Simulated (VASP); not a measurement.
Write the native input for VASP 6.6.1 that does the following.

| Quantity | Value |
| --- | --- |
| Task | single point |
| Functional | PBE |
| Potentials or basis | VASP PAW PBE potentials, release 64 (Si, B, C) |
| Cutoff | 520 eV |
| k mesh | 6 × 6 × 4 |
| Occupations | gaussian, width 0.1 eV |
| Spin | collinear spin, ferromagnetic start |
| Starting moments | [0.0, 0.0, 0.0, 0.0, 1.0] μB |
| Dipole correction | no |
| Further INCAR settings | ALGO = Normal; EDIFF = 1e-07; NBANDS = 21 |

The structure of Si2B2C lies in POSCAR:

```
Si2B2C
1.0
    2.8983668434      0.0000000000      0.0000000000
   -1.4491834217      2.5100593158      0.0000000000
    0.0000000000      0.0000000000      6.6176063712
Si B C
2 2 1
Direct
    0.3333333333      0.6666666667      0.1856654599
    0.3333333333      0.6666666667      0.8143345401
    0.6666666667      0.3333333333      0.5000000000
    0.0000000000      0.0000000000      0.0000000000
    0.3333333333      0.6666666667      0.5000000000
```

One way to write it, as run:

INCAR

```
SYSTEM = Si2B2C
PREC     = Accurate       ! precision mode
ENCUT    = 520            ! plane-wave cutoff, eV
EDIFF    = 1E-7           ! SCF threshold, eV
ISMEAR   = 0              ! smearing method
SIGMA    = 0.1            ! smearing width, eV
LREAL    = .False.        ! projectors in reciprocal space
LASPH    = .True.         ! aspherical terms in the spheres
NELM     = 150            ! most SCF steps
ALGO     = Normal         ! electronic algorithm
ISIF     = 2              ! what is computed and relaxed
LWAVE    = .False.        ! write WAVECAR
LCHARG   = .False.        ! write CHGCAR
ISPIN    = 2              ! spin polarisation
MAGMOM   = 0 0 0 0 1      ! initial moments
LORBIT   = 11             ! projections on sites
GGA      = PE             ! functional
NBANDS   = 21             ! bands
```

KPOINTS

```
regular mesh
0
Gamma
  6 6 4
  0 0 0
```

Potentials or basis: VASP PAW PBE potentials, release 64 (Si, B, C).

The run is started by

```sh
$ cat potpaw_PBE.64/Si/POTCAR potpaw_PBE.64/B/POTCAR potpaw_PBE.64/C/POTCAR > POTCAR
$ mpirun -np 1 vasp_std > vasp.out
```

It gave:

The pressure is 0.0 GPa, the largest force is 0.015 eV/Å and the band gap on the k mesh is zero (filled and empty bands overlap). The net moment is 0.00 μB per cell and the valence electrons inside the program's atomic spheres are Si 1.59; B 1.83, 1.99; C 2.44.

Caveat: the k points lie up to 0.42 Å⁻¹ apart.

Wall time 22 s on 1 thread of Intel(R) Xeon(R) 6975P-C (Granite Rapids) (shared host), peak memory 0.19 GiB.
